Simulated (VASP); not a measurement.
## Re: relaxation of cell and atoms with PBE

Re:

```
Re
1.0
     2.76080    0.00000    0.00000
    -1.38040    2.39092    0.00000
     0.00000    0.00000    4.45820
Re
2
Direct
  0.33333 0.66667 0.25000
  0.66667 0.33333 0.75000
```

```
Program                : VASP 6.6.1
Task                   : relaxation of cell and atoms
Functional             : PBE
Potentials or basis    : VASP PAW PBE potentials, release 64 (Re)
Cutoff                 : 600 eV
k mesh                 : 7 × 7 × 4
Occupations            : methfessel-paxton, width 0.05 eV
Spin                   : no spin polarisation
Dipole correction      : no
Further INCAR settings : ALGO = Normal; EDIFF = 1e-07; IBRION = 2; EDIFFG = -0.01; NSW = 80; ISIF = 3
```

```yaml
Relaxed_volume: 14.92 Å³/atom
Relaxed_cell: a = 2.761 Å, b = 2.761 Å, c = 4.521 Å, α = 90.00°, β = 90.00°, γ = 120.00°
Space_group_after_relaxing_to_0.05_Å: P6_3/mmc (No. 194)
Energy_gained_by_relaxing: 7.6 meV/atom
Ionic_steps: 8
Pressure_after_relaxing: 0.0 GPa
Band_gap_on_the_k_mesh: zero (band 7 reaches 8.69 eV, above the bottom of band 8 at 6.11 eV)
```

Step by step:
```
step  energy change (eV)  largest force (eV/Å)  pressure (GPa)  volume (Å³)
   1              0.0000                0.0000            5.61        29.43
   2              0.1092                0.0000          -19.22        31.67
   3             -0.0126                0.0000           -1.17        29.95
   4             -0.0051                0.0000            0.41        29.82
   5             -0.0150                0.0000           -0.75        29.91
   6             -0.0150                0.0000           -0.74        29.91
   7             -0.0141                0.0000            2.00        29.69
   8             -0.0151                0.0000            0.02        29.85
```

Final structure:
```
CELL_PARAMETERS angstrom
2.76103 0.00000 0.00000
-1.38052 2.39113 0.00000
0.00000 0.00000 4.52094
ATOMIC_POSITIONS crystal
Re 0.33333 0.66667 0.25000
Re 0.66667 0.33333 0.75000
```

Levels at points of the mesh, in eV from the Fermi level:
| k point | band 3 | band 4 | band 5 | band 6 | band 7 | band 8 | band 9 | band 10 | band 11 |
| --- | --- | --- | --- | --- | --- | --- | --- | --- | --- |
| (0.00, 0.00, 0.00) | -1.69 | -1.50 | -1.50 | -0.72 | -0.72 | 0.32 | 0.32 | 0.44 | 3.32 |
| (0.00, 0.00, 0.50) | -2.42 | -2.42 | -1.59 | -1.59 | -1.59 | -1.59 | 2.51 | 2.51 | 2.51 |

It took 58 s on 1 thread of Intel(R) Xeon(R) Platinum 8175M CPU @ 2.50GHz (Skylake/Cascade Lake), with other jobs on the host, peak memory 0.16 GiB.

Caveat: the k points lie up to 0.38 Å⁻¹ apart in the final cell; spin-orbit coupling is left out, which moves the levels of the heavy elements. PBE usually gives volumes a little too large and moduli too small.
